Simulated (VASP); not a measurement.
Set up this calculation in VASP 6.6.1, as the native input.

* Task: single point
* Functional: HSE06
* Potentials or basis: VASP PAW PBE potentials, release 64 (Rb_sv, Br)
* Cutoff: 520 eV
* k mesh: 4 × 4 × 4
* Occupations: gaussian, width 0.01 eV
* Spin: no spin polarisation
* Dipole correction: no
* Grid for exact exchange (PRECFOCK): Normal
* Further INCAR settings: ALGO = Normal; EDIFF = 1e-06; NBANDS = 15
* Screening parameter: 0.2079 1/Å

Crystal: RbBr.

```xyz
2
Lattice="0.0000 3.4608 3.4608 3.4608 0.0000 3.4608 3.4608 3.4608 0.0000" Properties=species:S:1:pos:R:3 pbc="T T T"
Rb    0.0000    0.0000    0.0000
Br    3.4608    3.4608    3.4608
```

The input as run:

POSCAR

```
RbBr
1.0
    0.0000000000      3.4608261059      3.4608261059
    3.4608261059      0.0000000000      3.4608261059
    3.4608261059      3.4608261059      0.0000000000
Rb Br
1 1
Direct
    0.0000000000      0.0000000000      0.0000000000
    0.5000000000      0.5000000000      0.5000000000
```

INCAR.step1

```
PREC = Accurate
ENCUT = 520
EDIFF = 1E-5
ISMEAR = 0
SIGMA = 0.01
LREAL = F
LASPH = T
NELM = 60
ALGO = Normal
ISIF = 2
LWAVE = T
NBANDS = 15
GGA = PE
```

INCAR.step2

```
PREC = Accurate
ENCUT = 520
EDIFF = 1E-6
ISMEAR = 0
SIGMA = 0.01
LREAL = F
LASPH = T
NELM = 60
ALGO = Normal
ISIF = 2
LWAVE = F
LCHARG = T
GGA = PE
LHFCALC = T
HFSCREEN = 0.2079
PRECFOCK = Normal
LELF = T
LVHAR = T
NBANDS = 15
ISTART = 1
```

KPOINTS

```
regular mesh
0
Gamma
  4 4 4
```

Potentials or basis: VASP PAW PBE potentials, release 64 (Rb_sv, Br).

Launch:

```console
$ cat potpaw_PBE.64/Rb_sv/POTCAR potpaw_PBE.64/Br/POTCAR > POTCAR
$ cp INCAR.step1 INCAR
$ mpirun -np 1 vasp_std > vasp.out
$ cp INCAR.step2 INCAR
$ mpirun -np 1 vasp_std > vasp.out
```

It gave:

```
Pressure               : 0.3 GPa
Band gap on the k mesh : 5.44 eV, direct
```

Caveat: the PAW data sets were made with another functional, which shifts forces and pressure a little.

Run time: 5.6 min on 1 thread of AMD EPYC 9R14 (Zen 4) (shared host), peak memory 0.28 GiB.
